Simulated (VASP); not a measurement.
# Sn (P6_3/mmc) in VASP: a series of runs, part 2 of 2

VASP 6.6.1. Earlier steps stand in the parts before.

**3. Single point, r2SCAN**

This run uses another cell than the first one, of 27.49 Å³/atom, 1.019 times its volume.

File POSCAR:

```
Sn
1.0
    3.3315678687      0.0000000000      0.0000000000
   -1.6657839343      2.8852224088      0.0000000000
    0.0000000000      0.0000000000      5.7197901046
Sn
2
Direct
    0.3333333333      0.6666666667      0.7500000000
    0.6666666667      0.3333333333      0.2500000000
```

File INCAR.step1:

```
PREC     = Accurate       # precision mode
ENCUT    = 520            # plane-wave cutoff, eV
ISMEAR   = 0              # smearing method
SIGMA    = 0.05           # smearing width, eV
LREAL    = False          # projectors in reciprocal space
LASPH    = True           # aspherical terms in the spheres
NELM     = 100            # most SCF steps
NBANDS   = 21             # bands
GGA      = PE             # functional
ALGO     = Normal         # electronic algorithm
EDIFF    = 1E-4           # SCF threshold, eV
LWAVE    = True           # write WAVECAR
LCHARG   = False          # write CHGCAR
```

File INCAR.step2:

```
PREC     = Accurate       # precision mode
ENCUT    = 520            # plane-wave cutoff, eV
EDIFF    = 1E-6           # SCF threshold, eV
ISMEAR   = 0              # smearing method
SIGMA    = 0.05           # smearing width, eV
LREAL    = False          # projectors in reciprocal space
LASPH    = True           # aspherical terms in the spheres
NELM     = 100            # most SCF steps
ALGO     = Normal         # electronic algorithm
ISIF     = 2              # what is computed and relaxed
LWAVE    = False          # write WAVECAR
LCHARG   = False          # write CHGCAR
METAGGA  = R2SCAN         # meta-GGA
LMIXTAU  = True         
NBANDS   = 21             # bands
ISTART   = 1
```

File KPOINTS:

```
Automatic mesh
0
Gamma
  14 14 8
```

Potentials or basis: VASP PAW PBE potentials, release 64 (Sn_d).

Command:

```console
cat potpaw_PBE.64/Sn_d/POTCAR > POTCAR
cp INCAR.step1 INCAR
mpirun -np 1 vasp_std > vasp.out
cp INCAR.step2 INCAR
mpirun -np 1 vasp_std > vasp.out
```

OUTCAR:

```text
PREC = Accurate
   ENCUT = 520
   EDIFF = 1E-6
   ISMEAR = 0
   LREAL = False
   LASPH = True
   NELM = 100
   ISIF = 2
   METAGGA = R2SCAN
   ISTART = 1

 ion  position               nearest neighbor table
   1  0.333  0.667  0.750-   2 3.45   2 3.45   2 3.45   2 3.45   2 3.45   2 3.45
   2  0.667  0.333  0.250-   1 3.45   1 3.45   1 3.45   1 3.45   1 3.45   1 3.45

  LATTYP: Found a hexagonal cell.
 ALAT       =     3.3315678687
 C/A-ratio  =     1.7168463408

  Lattice vectors:

 A1 = (   3.3315678687,   0.0000000000,   0.0000000000)
 A2 = (  -1.6657839343,   2.8852224088,   0.0000000000)
 A3 = (   0.0000000000,   0.0000000000,   5.7197901046)

Analysis of symmetry for initial positions (statically):
=====================================================================
 Subroutine PRICEL returns:
 Original cell was already a primitive cell.

 Routine SETGRP: Setting up the symmetry group for a
 hexagonal supercell.

 Subroutine GETGRP returns: Found 24 space group operations
 (whereof 12 operations were pure point group operations)
 out of a pool of 24 trial point group operations.
[... 162 lines left out ...]
  free energy    TOTEN  =       -49.02587920 eV

  energy without entropy =      -49.02501744  energy(sigma->0) =      -49.02544832

 E-fermi :   7.8796     XC(G=0): -11.2197

 val. band max:        7.8332012399   @ k =   0.2143   0.2143   0.2500
 cond. band min:       7.8912883675   @ k =   0.2857   0.2857   0.2500
 fundamental gap:      0.0580871276
 Fermi energy:         7.8796083330

 k-point     1 :       0.0000    0.0000    0.0000
  band No.  band energies     occupation
      1     -14.3513      2.00000
      2     -14.3381      2.00000
      3     -14.3314      2.00000
      4     -14.3314      2.00000
      5     -14.3223      2.00000
      6     -14.3223      2.00000
[... 565 lines left out ...]
     20      21.8621      0.00000
     21      22.4132      0.00000

 [... further k-points ...]

------------------------ aborting loop because EDIFF is reached ----------------------------------------

  FORCE on cell =-STRESS in cart. coord.  units (eV):
  Direction    XX          YY          ZZ          XY          YZ          ZX
  --------------------------------------------------------------------------------------
  -------------------------------------------------------------------------------------
  Total       -0.3305102     -0.3305102     -0.3279990     -0.0000000      0.0000000      0.0000000
  in kB       -9.6313553     -9.6313553     -9.5581775     -0.0000000      0.0000000      0.0000000
  external PRESSURE =      -9.6069627 kB  Pullay stress =       0.0000000 kB

 VOLUME and BASIS-vectors are now :
 -----------------------------------------------------------------------------
  energy-cutoff  :      520.00
  volume of cell :       54.98
      direct lattice vectors                 reciprocal lattice vectors
     3.331567869  0.000000000  0.000000000     0.300158976  0.173296866  0.000000000
    -1.665783934  2.885222409  0.000000000     0.000000000  0.346593731  0.000000000
     0.000000000  0.000000000  5.719790105     0.000000000  0.000000000  0.174831590

 POSITION                                       TOTAL-FORCE (eV/Angst)
 -----------------------------------------------------------------------------------
     -0.00000      1.92348      4.28984        -0.000000      0.000000      0.000000
      1.66578      0.96174      1.42995         0.000000     -0.000000     -0.000000
 -----------------------------------------------------------------------------------
    total drift:                               -0.000000      0.000000      0.000000

  FREE ENERGIE OF THE ION-ELECTRON SYSTEM (eV)
  ---------------------------------------------------
  free  energy   TOTEN  =       -49.0258792047 eV

  energy  without entropy=      -49.0250174421  energy(sigma->0) =      -49.02544832
```

OUTCAR.step1:

```text
PREC = Accurate
   ENCUT = 520
   ISMEAR = 0
   LREAL = False
   LASPH = True
[... 801 lines left out ...]
     -0.00000      1.92348      4.28984         0.000000     -0.000000     -0.000000
      1.66578      0.96174      1.42995        -0.000000      0.000000      0.000000
 -----------------------------------------------------------------------------------
    total drift:                               -0.000000      0.000000      0.000000

  FREE ENERGIE OF THE ION-ELECTRON SYSTEM (eV)
  ---------------------------------------------------
  free  energy   TOTEN  =        -7.5794687863 eV

  energy  without entropy=       -7.5784290369  energy(sigma->0) =       -7.57894891
```

OSZICAR.step1:

```text
N       E                     dE             d eps       ncg     rms          rms(c)
DAV:   1     0.218792976928E+03    0.21879E+03   -0.14810E+04  5126   0.210E+03
DAV:   2     0.143666382110E+02   -0.20443E+03   -0.20020E+03  5065   0.444E+02
DAV:   3    -0.694997137173E+01   -0.21317E+02   -0.21118E+02  5888   0.131E+02
DAV:   4    -0.758221714945E+01   -0.63225E+00   -0.63195E+00  5761   0.250E+01
DAV:   5    -0.760488416759E+01   -0.22667E-01   -0.22667E-01  6948   0.465E+00    0.183E+00
DAV:   6    -0.758603155089E+01    0.18853E-01   -0.28527E-02  6756   0.220E+00    0.101E+00
DAV:   7    -0.757971794543E+01    0.63136E-02   -0.16042E-02  6882   0.164E+00    0.128E-01
DAV:   8    -0.757946134138E+01    0.25660E-03   -0.13720E-03  6376   0.518E-01    0.244E-02
DAV:   9    -0.757946878628E+01   -0.74449E-05   -0.25912E-05  3360   0.498E-02
   1 F= -.75794688E+01 E0= -.75789489E+01  d E =-.103975E-02
```

Run time: 3.2 min. Hardware: 1 thread of Intel Xeon 6975P-C (Granite Rapids), shared host; peak memory 0.26 GiB.

What came out:

```
Free energy            : -49.0259 eV
Pressure               : -1.0 GPa
Band gap on the k mesh : zero (band 14 reaches 14.57 eV, above the bottom of band 15 at 5.82 eV)
```

Caveat: the PAW data sets were made with another functional, which shifts forces and pressure a little; spin-orbit coupling is left out, which moves the levels of the heavy elements.
